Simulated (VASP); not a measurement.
Write the native input for VASP 6.6.1 that does the following.

```yaml
Task: single point
Functional: PBEsol
Potentials_or_basis: VASP PAW PBE potentials, release 64 (Sb)
Cutoff: 500 eV
k_mesh: 15 × 15 × 15
Occupations: fermi-dirac, width 0.1 eV
Spin: no spin polarisation
Dipole_correction: no
Further_INCAR_settings: ALGO = Normal; EDIFF = 1e-06; NBANDS = 12
```

The structure of Sb lies in POSCAR:

```
Sb
1.0
    2.2417726214      1.2942880265      3.8393334886
   -2.2417726214      1.2942880265      3.8393334886
    0.0000000000     -2.5885760529      3.8393334886
Sb
2
Direct
    0.2355850934      0.2355850934      0.2355850934
    0.7644149066      0.7644149066      0.7644149066
```

One way to write it, as run:

INCAR

```
SYSTEM = Sb
PREC = Accurate ; ENCUT = 500
EDIFF = 1E-6 ; ISMEAR = -1
SIGMA = 0.1 ; LREAL = .False.
LASPH = .True. ; NELM = 120
ALGO = Normal ; ISIF = 2
LWAVE = .False. ; LCHARG = .False.
GGA = PS ; NBANDS = 12
GGA_COMPAT = .False.
```

KPOINTS

```
regular mesh
0
Gamma
  15 15 15
  0 0 0
```

Potentials or basis: VASP PAW PBE potentials, release 64 (Sb).

Launch:

```bash
$ cat potpaw_PBE.64/Sb/POTCAR > POTCAR
$ mpirun -np 1 vasp_std > vasp.out
```

It gave:

```json
{"Pressure": "-5.1 GPa", "Largest force": "0.392 eV/Å"}
```

Caveat: the cell stands under tension; the PAW data sets were made with another functional, which shifts forces and pressure a little.

Wall time 4.8 min on 1 thread of Oxide Virtual Turin-like Processor (shared host), peak memory 0.34 GiB.
